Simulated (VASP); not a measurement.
ZrGe2Pd3, 6 atoms in the cell. The structure is hexagonal, space group P6/mmm (No. 191). Conventional cell: a = 4.495 Å, b = 4.495 Å, c = 9.966 Å, α = 90.00°, β = 90.00°, γ = 120.00°. Zr (site symmetry 6/mmm) has 2 Ge at 2.63 Å within 3.5 Å. Ge (site symmetry 6mm) has 1 Pd at 2.35 Å and 1 Zr at 2.63 Å within 3.1 Å. Within 3.4 Å of Pd (site symmetry -6m2) lie 6 Pd at 2.60 Å. Within 3.1 Å of Pd (site symmetry 6/mmm) lie 2 Ge at 2.35 Å and 6 Pd at 2.60 Å. 

| Property | Result |
| --- | --- |
| Program | VASP 6.6.1 |
| Task | single point |
| Functional | PBE |
| Potentials or basis | VASP PAW PBE potentials, release 64 (Zr_sv, Ge_d, Pd) |
| Cutoff | 520 eV |
| k mesh | 4 × 4 × 3 |
| Occupations | gaussian, width 0.2 eV |
| Spin | no spin polarisation |
| Dipole correction | no |
| Further INCAR settings | ALGO = Normal; EDIFF = 1e-07; NBANDS = 44 |

Potentials or basis: VASP PAW PBE potentials, release 64 (Zr_sv, Ge_d, Pd).

Command:

```sh
$ cat potpaw_PBE.64/Zr_sv/POTCAR potpaw_PBE.64/Ge_d/POTCAR potpaw_PBE.64/Pd/POTCAR > POTCAR
$ mpirun -np 1 vasp_std > vasp.out
```

Hardware: 1 thread of Intel(R) Xeon(R) 6975P-C (Granite Rapids), on a shared host.

Question: Estimate the wall time of this run.

Answer: It took 46 s on 1 thread of Intel(R) Xeon(R) 6975P-C (Granite Rapids), on a shared host, peak memory 0.33 GiB. Counts: scf iterations 18, k points 8.
